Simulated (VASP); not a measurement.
Input of a VASP 6.6.1 run:

File INCAR:

```
SYSTEM = Bi2Se3
PREC = Accurate
ENCUT = 600
EDIFF = 1E-6
ISMEAR = 0
SIGMA = 0.1
LREAL = .FALSE.
LASPH = .TRUE.
NELM = 60
ALGO = Normal
ISIF = 3
LWAVE = .FALSE.
LCHARG = .FALSE.
GGA = PE
IBRION = 2
NSW = 90
EDIFFG = -0.04
```

Contents of KPOINTS:

```
Automatic mesh
0
G
  6 6 6
  0 0 0
```

File POSCAR:

```
Bi2Se3
1.0
   -2.6273161238      2.6273161238      5.8794807005
    2.6273161238     -2.6273161238      5.8794807005
    2.6273161238      2.6273161238     -5.8794807005
Bi Se
2 3
Direct
    0.4110472390      0.9110472390      0.5000000000
    0.9110472390      0.4110472390      0.5000000000
    0.6385791094      0.1385791094      0.5000000000
    0.1385791094      0.6385791094      0.5000000000
    0.1418569533      0.1418569533      0.0000000000
```

Potentials or basis: VASP PAW PBE potentials, release 64 (Bi_d, Se).

Run with:

```sh
$ cat potpaw_PBE.64/Bi_d/POTCAR potpaw_PBE.64/Se/POTCAR > POTCAR
$ mpirun -np 1 vasp_std > vasp.out
```

(1) Predict the relaxed cell.

(2) Estimate the relaxed volume.

(3) Predict the space group after relaxing (to 0.1 Å).

(4) Estimate the band gap on the k mesh.

Answers

(1) a = 7.241 Å, b = 7.241 Å, c = 7.241 Å, α = 138.91°, β = 138.91°, γ = 59.51°.

(2) 32.47 Å³/atom.

(3) I4mm (No. 107).

(4) 0.07 eV (least direct gap 0.09 eV).

Caveat: spin-orbit coupling is left out, which moves the levels of the heavy elements.
